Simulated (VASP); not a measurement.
# Li2S: single point with PBE

The system is Li2S.

```
S Li
1.0
     0.00000    2.84529    2.84529
     2.84529    0.00000    2.84529
     2.84529    2.84529    0.00000
S Li
1 2
Direct
  0.00000 0.00000 0.00000
  0.25000 0.25000 0.25000
  0.75000 0.75000 0.75000
```

```yaml
Program: VASP 6.6.1
Task: single point
Functional: PBE
Potentials_or_basis: VASP PAW PBE potentials, release 64 (S, Li_sv)
Cutoff: 750 eV
k_mesh: 6 × 6 × 6
Occupations: methfessel-paxton, width 0.05 eV
Spin: no spin polarisation
Dipole_correction: no
Further_INCAR_settings: ALGO = Normal; EDIFF = 1e-06; NBANDS = 13
```

* Pressure: 0.2 GPa
* Band gap on the k mesh: 3.39 eV, indirect (least direct gap 4.29 eV)

Levels at points of the mesh, in eV from the valence-band top:
| k point | band 2 | band 3 | band 4 | band 5 | band 6 | band 7 | band 8 | band 9 | band 10 | band 11 |
| --- | --- | --- | --- | --- | --- | --- | --- | --- | --- | --- |
| (0.00, 0.00, 0.00) | -44.12 | -11.04 | 0.00 | 0.00 | 0.00 | 4.29 | 6.23 | 6.23 | 6.23 | 11.19 |
| (0.50, 0.00, 0.00) | -44.14 | -10.60 | -2.89 | -0.51 | -0.51 | 6.12 | 6.58 | 6.58 | 8.43 | 12.83 |
| (0.50, 0.50, 0.00) | -44.13 | -10.47 | -2.17 | -1.43 | -1.43 | 3.39 | 7.09 | 11.12 | 11.12 | 12.14 |

Wall time 9 s on 1 thread of Intel(R) Xeon(R) 6975P-C (Granite Rapids), with other jobs on the host, peak memory 0.19 GiB.

A k mesh can miss the band edges. Expect the measured gap to be larger: semilocal functionals such as PBE lack the derivative discontinuity.
